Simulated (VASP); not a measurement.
# PbS (R3m) in VASP: a series of runs

Runs on PbS. Level: r2SCAN. Tasks: single point, relaxation of cell and atoms.

Everything below comes from runs of VASP 6.6.1. Logs are shortened: lines on timing, memory, paths and dates and some standing lists are left out, and cuts for length are marked.

## Step 1: The cell of the first run

It takes space group R3m (No. 160, trigonal). The conventional cell has a = 4.225 Å, b = 4.225 Å, c = 10.356 Å, α = 90.00°, β = 90.00°, γ = 120.00°. Pb (site symmetry 3m) has 6 S at 2.96 to 3.02 Å within 3.9 Å. Within 3.9 Å of S (site symmetry 3m) lie 6 Pb at 2.96 to 3.02 Å.

## Step 2: Single point, r2SCAN

File POSCAR:

```
PbS
1.0
    2.1126617058      1.2197458045      3.4519162518
   -2.1126617058      1.2197458045      3.4519162518
    0.0000000000     -2.4394916091      3.4519162518
Pb S
1 1
Direct
    0.9805657800      0.9805657800      0.9805657800
    0.4750355500      0.4750355500      0.4750355500
```

File INCAR.step1:

```
SYSTEM = PbS
ALGO     = Normal         ! electronic algorithm
EDIFF    = 1E-4           ! SCF threshold, eV
ENCUT    = 520            ! plane-wave cutoff, eV
GGA      = PE             ! functional
ISMEAR   = 0              ! smearing method
LASPH    = .True.         ! aspherical terms in the spheres
LCHARG   = .False.        ! write CHGCAR
LREAL    = .False.        ! projectors in reciprocal space
LWAVE    = .True.         ! write WAVECAR
NBANDS   = 17             ! bands
NELM     = 80             ! most SCF steps
PREC     = Accurate       ! precision mode
SIGMA    = 0.02           ! smearing width, eV
```

File INCAR.step2:

```
SYSTEM = PbS
ALGO     = Normal         ! electronic algorithm
EDIFF    = 1E-7           ! SCF threshold, eV
ENCUT    = 520            ! plane-wave cutoff, eV
ISIF     = 2              ! what is computed and relaxed
ISMEAR   = 0              ! smearing method
ISTART   = 1            
LASPH    = .True.         ! aspherical terms in the spheres
LCHARG   = .False.        ! write CHGCAR
LMIXTAU  = .True.       
LREAL    = .False.        ! projectors in reciprocal space
LWAVE    = .False.        ! write WAVECAR
METAGGA  = R2SCAN         ! meta-GGA
NBANDS   = 17             ! bands
NELM     = 80             ! most SCF steps
PREC     = Accurate       ! precision mode
SIGMA    = 0.02           ! smearing width, eV
```

File KPOINTS:

```
k-points
0
Gamma
  6 6 6
  0 0 0
```

Potentials or basis: VASP PAW PBE potentials, release 64 (Pb_d, S).

Run with:

```
$ cat potpaw_PBE.64/Pb_d/POTCAR potpaw_PBE.64/S/POTCAR > POTCAR
$ cp INCAR.step1 INCAR
$ mpirun -np 1 vasp_std > vasp.out
$ cp INCAR.step2 INCAR
$ mpirun -np 1 vasp_std > vasp.out
```

OUTCAR:

```text
SYSTEM = PbS
   EDIFF = 1E-7
   ENCUT = 520
   ISIF = 2
   ISMEAR = 0
   ISTART = 1
   LASPH = .True.
   LREAL = .False.
   METAGGA = R2SCAN
   NELM = 80
   PREC = Accurate

 ion  position               nearest neighbor table
   1  0.981  0.981  0.981-   2 2.96   2 2.96   2 2.96   2 3.02   2 3.02   2 3.02
   2  0.475  0.475  0.475-   1 2.96   1 2.96   1 2.96   1 3.02   1 3.02   1 3.02

  LATTYP: Found a trigonal (rhomboedric) cell.
 ALAT       =     4.2269191050
 COS(alpha) =     0.5003774362

  Lattice vectors:

 A1 = (   2.1126617058,   1.2197458045,   3.4519162518)
 A2 = (  -2.1126617058,   1.2197458045,   3.4519162518)
 A3 = (   0.0000000000,  -2.4394916091,   3.4519162518)

Analysis of symmetry for initial positions (statically):
=====================================================================
 Subroutine PRICEL returns:
 Original cell was already a primitive cell.

 Routine SETGRP: Setting up the symmetry group for a
 trigonal (rhombohedral) supercell.

 Subroutine GETGRP returns: Found  6 space group operations
 (whereof  6 operations were pure point group operations)
 out of a pool of 12 trial point group operations.

The static configuration has the point symmetry C_3v.

Analysis of symmetry for dynamics (positions and initial velocities):
=====================================================================
 Subroutine PRICEL returns:
 Original cell was already a primitive cell.

 Routine SETGRP: Setting up the symmetry group for a
 trigonal (rhombohedral) supercell.

 Subroutine GETGRP returns: Found  6 space group operations
 (whereof  6 operations were pure point group operations)
 out of a pool of 12 trial point group operations.

The dynamic configuration has the point symmetry C_3v.

 Subroutine INISYM returns: Found  6 space group operations
 (whereof  6 operations are pure point group operations),
 and found     1 'primitive' translations

----------------------------------------------------------------------------------------

                                     Primitive cell

  volume of cell :      53.3717

  direct lattice vectors                    reciprocal lattice vectors
     2.112661706  1.219745805  3.451916252     0.236668274  0.136640492  0.096564722
    -2.112661706  1.219745805  3.451916252    -0.236668274  0.136640492  0.096564722
     0.000000000 -2.439491609  3.451916252     0.000000000 -0.273280984  0.096564722

  length of vectors
     4.226919105  4.226919105  4.226919105     0.289840028  0.289840028  0.289840028

  position of ions in fractional coordinates (direct lattice)
     0.980565780  0.980565780  0.980565780
     0.475035550  0.475035550  0.475035550

  ion indices of the primitive-cell ions
   primitive index   ion index
                 1           1
                 2           2

----------------------------------------------------------------------------------------

 KPOINTS: k-points

Automatic generation of k-mesh.
 Grid dimensions read from file:
 generate k-points for:    6    6    6

 Generating k-lattice:

  Cartesian coordinates                     Fractional coordinates (reciprocal lattice)
     0.039444712  0.022773415  0.016094120     0.166666667  0.000000000  0.000000000
    -0.039444712  0.022773415  0.016094120     0.000000000  0.166666667  0.000000000
     0.000000000 -0.045546831  0.016094120     0.000000000  0.000000000  0.166666667

  Length of vectors
     0.048306671  0.048306671  0.048306671

  Shift w.r.t. Gamma in fractional coordinates (k-lattice)
     0.000000000  0.000000000  0.000000000

 Subroutine IBZKPT returns following result:
 ===========================================

 Found     32 irreducible k-points:

 Following reciprocal coordinates:
            Coordinates               Weight
  0.000000  0.000000  0.000000      1.000000
  0.166667 -0.000000  0.000000      6.000000
  0.333333 -0.000000 -0.000000      6.000000
  0.500000  0.000000  0.000000      3.000000
  0.166667  0.166667 -0.000000      6.000000
  0.333333  0.166667 -0.000000     12.000000
[... 16 lines left out ...]
  0.500000  0.500000  0.166667      6.000000
 -0.333333  0.500000  0.166667     12.000000
 [... further k-points ...]
   k-points           NKPTS =     32   k-points in BZ     NKDIM =     32   number of bands    NBANDS=     17
   number of dos      NEDOS =    301   number of ions     NIONS =      2
   total plane-waves  NPLWV =  32768
   dimension x,y,z NGX =    32 NGY =   32 NGZ =   32
   dimension x,y,z NGXF=    64 NGYF=   64 NGZF=   64
   ions per type =               1   1
   NGX,Y,Z   is equivalent  to a cutoff of  12.59, 12.59, 12.59 a.u.
   NGXF,Y,Z  is equivalent  to a cutoff of  25.17, 25.17, 25.17 a.u.
 SYSTEM =  PbS
   PREC   = accura    normal or accurate (medium, high low for compatibility)
   ISTART =      1    job   : 0-new  1-cont  2-samecut
   ICHARG =      0    charge: 1-file 2-atom 10-const
   ISPIN  =      1    spin polarized calculation?
   LNONCOLLINEAR =      F non collinear calculations
   LSORBIT =      F    spin-orbit coupling
   LASPH  =      T    aspherical Exc in radial PAW
   ENCUT  =  520.0 eV  38.22 Ry    6.18 a.u.   7.86  7.86  7.86*2*pi/ulx,y,z
   NELM   =     80;   NELMIN=  2; NELMDL=  0     # of ELM steps
   EDIFF  = 0.1E-06   stopping-criterion for ELM
   LREAL  =      F    real-space projection
   EDIFFG = 0.1E-05   stopping-criterion for IOM
   NSW    =      0    number of steps for IOM
   IBRION =     -1    ionic relax: 0-MD 1-quasi-New 2-CG
   NFREE  =      0    steps in history (QN), initial steepest desc. (CG)
   ISIF   =      2    stress and relaxation
   ISYM   =      2    0-nonsym 1-usesym 2-fastsym
   POTIM  = 0.5000    time-step for ionic-motion
   TEBEG  =    0.0;   TEEND  =   0.0 temperature during run
   PSTRESS=    0.0 pullay stress
   NELECT =      20.0000    total number of electrons
   NUPDOWN=      -1.0000    fix difference up-down
   EMIN   =  10.00;   EMAX   =-10.00  energy-range for DOS
   EFERMI =   0.00;   METHOD = LEGACY
   ISMEAR =     0;   SIGMA  =   0.02  broadening in eV -4-tet -1-fermi 0-gaus
   EFERMI_NEDOS =   21; number of points for ismear=-14 and -15
   IALGO  =     38    algorithm
   IMIX   =      4    mixing-type and parameters
     AMIX     =   0.40;   BMIX     =  1.00
     AMIX_MAG =   1.60;   BMIX_MAG =  1.00
  volume/ion in A,a.u.               =      26.69       180.08
  Fermi-wavevector in a.u.,A,eV,Ry     =   1.180270  2.230386 18.953411  1.393036
  Thomas-Fermi vector in A             =   2.316565
   LORBIT       =      0    0 simple, 1 ext, 2 COOP (PROOUT), +10 PAW based schemes
   METAGGA = R2SCAN    functional components
   LHFCALC =     F    Hartree Fock is set to
   AEXX    =    0.0000 exact exchange contribution
   IVDW    =     0    specifies the selected vdW correction
   LEPSILON=     F    determine dielectric tensor
   LRPA    =     F    only Hartree local field effects (RPA)
 non-spin polarized calculation
 Gauss-broadening in eV      SIGMA  =   0.02
  energy-cutoff  :      520.00
  volume of cell :       53.37
 maximum number of plane-waves:      1459
   NGX = 15   NGY = 15   NGZ = 15

 number of electron      20.0000002 magnetization

 Free energy of the ion-electron system (eV)
  ---------------------------------------------------
  ext. energy  EPLUGINS =         0.00000000
  ---------------------------------------------------
  free energy    TOTEN  =       -65.61300483 eV

  energy without entropy =      -65.61300483  energy(sigma->0) =      -65.61300483

 E-fermi :   5.5180     XC(G=0): -10.1402

 val. band max:        5.3742705326   @ k =   0.5000   0.0000   0.0000
 cond. band min:       6.0930884245   @ k =   0.5000   0.0000   0.0000
 fundamental gap:      0.7188178918
 Fermi energy:         5.5179910694

 k-point     1 :       0.0000    0.0000    0.0000
  band No.  band energies     occupation
      1     -12.0115      2.00000
      2     -12.0111      2.00000
      3     -12.0111      2.00000
      4     -11.9951      2.00000
      5     -11.9951      2.00000
      6      -8.6089      2.00000
[... 9 lines left out ...]
     16      12.6268      0.00000
     17      14.5210      0.00000

 k-point     2 :       0.1667   -0.0000    0.0000
  band No.  band energies     occupation
      1     -12.0102      2.00000
      2     -12.0089      2.00000
      3     -12.0087      2.00000
      4     -11.9945      2.00000
      5     -11.9944      2.00000
      6      -8.3792      2.00000
[... 9 lines left out ...]
     16      13.2139      0.00000
     17      16.3797      0.00000

 k-point     3 :       0.3333   -0.0000   -0.0000
  band No.  band energies     occupation
      1     -12.0215      2.00000
      2     -12.0208      2.00000
      3     -12.0083      2.00000
      4     -11.9765      2.00000
      5     -11.9762      2.00000
      6      -7.8045      2.00000
[... 9 lines left out ...]
     16      14.6484      0.00000
     17      18.1184      0.00000

 k-point     4 :       0.5000    0.0000    0.0000
  band No.  band energies     occupation
      1     -12.0288      2.00000
      2     -12.0280      2.00000
      3     -12.0078      2.00000
      4     -11.9664      2.00000
      5     -11.9660      2.00000
      6      -7.4120      2.00000
[... 9 lines left out ...]
     16      16.0625      0.00000
     17      16.3982      0.00000
[... 343 lines left out ...]
      1     -12.0740      2.00000
      2     -12.0117      2.00000
      3     -12.0010      2.00000
      4     -11.9734      2.00000
      5     -11.9706      2.00000
      6      -7.3542      2.00000
[... 9 lines left out ...]
     16      16.5089      0.00000
     17      16.9206      0.00000

 k-point    23 :       0.5000    0.5000    0.1667
  band No.  band energies     occupation
      1     -12.1165      2.00000
      2     -12.0232      2.00000
      3     -11.9838      2.00000
      4     -11.9663      2.00000
      5     -11.9600      2.00000
      6      -7.1076      2.00000
[... 9 lines left out ...]
     16      17.2619      0.00000
     17      17.7915      0.00000

 k-point    24 :      -0.3333    0.5000    0.1667
  band No.  band energies     occupation
      1     -12.1180      2.00000
      2     -12.0152      2.00000
      3     -11.9875      2.00000
      4     -11.9759      2.00000
      5     -11.9554      2.00000
      6      -6.9634      2.00000
[... 9 lines left out ...]
     16      17.8031      0.00000
     17      18.1888      0.00000

 [... further k-points ...]
[... 5 lines left out ...]
  --------------------------------------------------------------------------------------
  -------------------------------------------------------------------------------------
  Total       -0.0206250     -0.0206250     -0.0136255      0.0000000      0.0000000      0.0000000
  in kB       -0.6191483     -0.6191483     -0.4090265      0.0000000      0.0000000      0.0000000
  external PRESSURE =      -0.5491077 kB  Pullay stress =       0.0000000 kB

 VOLUME and BASIS-vectors are now :
 -----------------------------------------------------------------------------
  energy-cutoff  :      520.00
  volume of cell :       53.37
      direct lattice vectors                 reciprocal lattice vectors
     2.112661706  1.219745805  3.451916252     0.236668274  0.136640492  0.096564722
    -2.112661706  1.219745805  3.451916252    -0.236668274  0.136640492  0.096564722
     0.000000000 -2.439491609  3.451916252     0.000000000 -0.273280984  0.096564722

 POSITION                                       TOTAL-FORCE (eV/Angst)
 -----------------------------------------------------------------------------------
      0.00000     -0.00000     10.15449         0.000000      0.000000     -0.007631
      0.00000     -0.00000      4.91935         0.000000     -0.000000      0.007631
 -----------------------------------------------------------------------------------
    total drift:                                0.000000     -0.000000     -0.000020

  FREE ENERGIE OF THE ION-ELECTRON SYSTEM (eV)
  ---------------------------------------------------
  free  energy   TOTEN  =       -65.6130048317 eV

  energy  without entropy=      -65.6130048317  energy(sigma->0) =      -65.61300483
```

It took 43 s on 1 thread of Intel Xeon 6975P-C (Granite Rapids), shared host; peak memory 0.19 GiB.

What came out:

```
Free energy            : -65.6130 eV
Pressure               : -0.1 GPa
Largest force          : 0.008 eV/Å
Band gap on the k mesh : 0.72 eV, direct
```

Forces in eV/Å, atoms in the order of the input:
```
Pb   0.000  0.000 -0.008
S    0.000  0.000  0.008
```

Caveat: the PAW data sets were made with another functional, which shifts forces and pressure a little; spin-orbit coupling is left out, which moves the levels of the heavy elements. A k mesh can miss the band edges.

## Step 3: Relaxation of cell and atoms, r2SCAN

POSCAR is that of step 2.

File INCAR.step1:

```
  PREC = Accurate
  ENCUT = 600
  ISMEAR = 0
  SIGMA = 0.02
  LREAL = False
  LASPH = True
  NELM = 80
  GGA = PE
  ALGO = Normal
  EDIFF = 1E-4
  LWAVE = True
  LCHARG = False
```

File INCAR.step2:

```
  PREC = Accurate
  ENCUT = 600
  EDIFF = 1E-6
  ISMEAR = 0
  SIGMA = 0.02
  LREAL = False
  LASPH = True
  NELM = 80
  ALGO = Normal
  ISIF = 3
  LWAVE = False
  LCHARG = False
  METAGGA = R2SCAN
  LMIXTAU = True
  IBRION = 2
  NSW = 90
  EDIFFG = -0.02
  ISTART = 1
```

File KPOINTS:

```
regular mesh
0
Gamma
  6 6 6
```

Potentials or basis: VASP PAW PBE potentials, release 64 (Pb_d, S).

Run with:

```
$ cat potpaw_PBE.64/Pb_d/POTCAR potpaw_PBE.64/S/POTCAR > POTCAR
$ cp INCAR.step1 INCAR
$ mpirun -np 1 vasp_std > vasp.out
$ cp INCAR.step2 INCAR
$ mpirun -np 1 vasp_std > vasp.out
```

Run time: 50 s. Hardware: 1 thread of Intel Xeon 6975P-C (Granite Rapids), shared host; peak memory 0.22 GiB.

The run converged. Its results:

```yaml
Free_energy: -65.6134 eV
Pressure_after_relaxing: 0.0 GPa
Largest_force_after_relaxing: 0.008 eV/Å
Band_gap_on_the_k_mesh: 0.72 eV, direct
```

Forces on the atoms (eV/Å):
```
Pb   0.000  0.000 -0.008
S    0.000  0.000  0.008
```

Final structure:
```cif
data_structure
_symmetry_space_group_name_H-M 'P 1'
_symmetry_Int_Tables_number 1
_cell_length_a 4.2269
_cell_length_b 4.2269
_cell_length_c 4.2269
_cell_angle_alpha 59.975
_cell_angle_beta 59.975
_cell_angle_gamma 59.975
_cell_volume 53.37
loop_
_atom_site_label
_atom_site_type_symbol
_atom_site_fract_x
_atom_site_fract_y
_atom_site_fract_z
_atom_site_occupancy
Pb1 Pb 0.98057 0.98057 0.98057 1
S1 S 0.47504 0.47504 0.47504 1
```

Levels at points of the mesh, in eV from the valence-band top:
```csv
k point,band 7,band 8,band 9,band 10,band 11,band 12,band 13,band 14
"(0.00, 0.00, 0.00)",-6.12,-2.19,-2.19,-2.19,5.48,5.51,5.51,7.24
"(0.50, 0.00, 0.00)",-8.95,-1.81,-1.81,0.00,0.72,2.27,2.28,9.15
"(0.50, 0.50, 0.00)",-7.31,-5.15,-3.44,-3.43,4.25,5.95,6.03,6.05
"(0.50, 0.50, 0.50)",-8.94,-1.81,-1.81,-0.02,0.74,2.27,2.27,9.15
```

Caveat: the relaxation stopped at its first step, so nothing moved; the PAW data sets were made with another functional, which shifts forces and pressure a little; spin-orbit coupling is left out, which moves the levels of the heavy elements. A k mesh can miss the band edges.
